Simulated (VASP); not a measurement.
SiC, 4 atoms in the cell. It takes space group P6_3mc (No. 186, hexagonal). Conventional cell: a = 3.076 Å, b = 3.076 Å, c = 5.048 Å, α = 90.00°, β = 90.00°, γ = 120.00°. Si (site symmetry 3m) has 4 C at 1.87 to 1.94 Å within 2.5 Å. C (site symmetry 3m) has 4 Si at 1.87 to 1.94 Å within 2.5 Å. 

- Program: VASP 6.6.1
- Task: relaxation of cell and atoms
- Functional: PBE
- Potentials or basis: VASP PAW PBE potentials, release 64 (Si, C)
- Cutoff: 600 eV
- k mesh: 6 × 6 × 4
- Occupations: gaussian, width 0.01 eV
- Spin: no spin polarisation
- Target pressure: 40 GPa
- Dipole correction: no
- Further INCAR settings: ALGO = Normal; EDIFF = 1e-07; IBRION = 2; EDIFFG = -0.05; NSW = 80; ISIF = 3

Potentials or basis: VASP PAW PBE potentials, release 64 (Si, C).

Command:

```bash
$ cat potpaw_PBE.64/Si/POTCAR potpaw_PBE.64/C/POTCAR > POTCAR
$ mpirun -np 1 vasp_std > vasp.out
```

Hardware: 1 thread of Intel(R) Xeon(R) Platinum 8375C CPU @ 2.90GHz (Ice Lake), with other jobs on the host.

**Question.** How long does it take, and how much memory?

**Answer.** It took 2.3 min on 1 thread of Intel(R) Xeon(R) Platinum 8375C CPU @ 2.90GHz (Ice Lake), on a shared host, peak memory 0.17 GiB. Counts: scf iterations 86, k points 21, ion steps 10.
